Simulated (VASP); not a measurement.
Here is a VASP 6.6.1 calculation.

The input INCAR:

```
ALGO = Normal
EDIFF = 1E-8
ENCUT = 520
GGA = PS
IBRION = 8
ISIF = 2
ISMEAR = 0
LASPH = True
LCHARG = True
LEPSILON = True
LREAL = False
LWAVE = False
NELM = 60
NSW = 1
PREC = Accurate
SIGMA = 0.01
```

File KPOINTS:

```
k-points
0
Gamma
  8 8 8
```

POSCAR

```
ZnC2
1.0
   -1.8609692837      1.8609692837      2.5231954889
    1.8609692837     -1.8609692837      2.5231954889
    1.8609692837      1.8609692837     -2.5231954889
Zn C
1 2
Direct
    0.0000000000      0.0000000000      0.0000000000
    0.6232797312      0.6232797312      0.0000000000
    0.3767202688      0.3767202688      0.0000000000
```

Potentials or basis: VASP PAW PBE potentials, release 64 (Zn, C).

The run is started by

```bash
$ cat potpaw_PBE.64/Zn/POTCAR potpaw_PBE.64/C/POTCAR > POTCAR
$ mpirun -np 1 vasp_std > vasp.out
```

Problem. Estimate the electronic dielectric tensor (diagonal).

Solution. 5.36, 5.36, 6.69.

Problem. What does it give for the Born charges (mean of the diagonal)?

Solution. Zn +2.26; C -1.13 e.

Problem. Estimate the most unstable mode.

Solution. 189i cm⁻¹.

Problem. What does it give for the highest phonon frequency at Γ?

Solution. 2020 cm⁻¹.

Phonon frequencies in cm⁻¹ (negative: imaginary):
| q point | frequencies |
| --- | --- |
| (0.000, 0.000, 0.000) | -189 -189 0 1 1 376 376 640 2020 |

Caveat: the cell stands under pressure or tension, which shifts response properties; some modes are imaginary.
